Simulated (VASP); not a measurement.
The system is Re.

```
Re
1.0
     2.75052    0.00000    0.00000
    -1.37526    2.38202    0.00000
     0.00000    0.00000    8.98319
Re
4
Direct
  0.00000 0.00000 0.00000
  0.00000 0.00000 0.50000
  0.33333 0.66667 0.25000
  0.66667 0.33333 0.75000
```

| Item | Value |
| --- | --- |
| Program | VASP 6.6.1 |
| Task | relaxation of cell and atoms |
| Functional | PBE |
| Potentials or basis | VASP PAW PBE potentials, release 64 (Re) |
| Cutoff | 600 eV |
| k mesh | 13 × 13 × 4 |
| Occupations | fermi-dirac, width 0.1 eV |
| Spin | no spin polarisation |

At the start: pressure 5.7 GPa; volume 14.71 Å³/atom.

How do energy, volume and symmetry change on relaxing?

Over 6 steps the energy falls by 6.4 meV/atom and the volume is 14.93 Å³/atom (+1.5 %); space group P6_3/mmc (No. 194, to 0.1 Å) before and after.

The path:
```
step  energy change (eV)  largest force (eV/Å)  pressure (GPa)  volume (Å³)
   1              0.0000                0.0000            5.71        58.86
   2              0.2222                0.0000          -19.34        63.42
   3             -0.0227                0.0000           -1.00        59.89
   4             -0.0227                0.0000           -0.87        59.86
   5             -0.0224                0.0000            1.01        59.57
   6             -0.0258                0.0000            0.03        59.72
```

Final structure:
```xyz
4
Lattice="2.7763 0.0000 0.0000 -1.3881 2.4043 0.0000 0.0000 0.0000 8.9471" Properties=species:S:1:pos:R:3 pbc="T T T"
Re    0.0000    0.0000    0.0000
Re    0.0000    0.0000    4.4736
Re    0.0000    1.6029    2.2368
Re    1.3881    0.8014    6.7103
```

Caveat: the highest band is partly filled, so the run has too few bands.
